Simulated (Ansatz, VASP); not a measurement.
## One calculation of NiO, two programs

```
Ni O
1.0
     0.00000    2.13371    2.13371
     2.13371    0.00000    2.13371
     2.13371    2.13371    0.00000
Ni O
1 1
Direct
  0.00000 0.00000 0.00000
  0.50000 0.50000 0.50000
```

Alike in both runs: functional PBE; k mesh 12 × 12 × 12; occupations gaussian, width 0.02 eV; collinear spin; Hubbard terms Ni d U = 6.2 eV.

Ansatz relaxed the structure, and its values are those at the end. VASP's run is a single point on that final structure, the one shown.

|  | VASP | Ansatz |
| --- | --- | --- |
| version | VASP 6.6.1 | Ansatz 0.2.0 |
| potentials or method | VASP PAW PBE potentials, release 64 (Ni, O), cutoff 520 eV | scalar-relativistic, plane waves, PAW |
| valence electrons in the cell | 16 | 24 |

Ansatz gave:

- gap on the k mesh at the Fermi level (eV): 1.94
- least direct gap on the mesh (eV): 2.96
- pressure (GPa): 0.0
- net moment per atom (μB): 1.00
- size of the moment on the site where the two differ most (μB): 1.74

Q: Which values does VASP return?

A: gap on the k mesh at the Fermi level (eV): 2.36; least direct gap on the mesh (eV): 3.16; pressure (GPa): -8.2; net moment per atom (μB): 1.00; size of the moment on the site where the two differ most (μB): 1.83.

Site moments also hang on the region over which each program counts them. The programs project onto different local orbitals, so the same U acts differently, and such runs can settle in different states. VASP's potentials hold 16 valence electrons a cell and Ansatz's 24, so a difference there can come from the potentials and not from the codes.
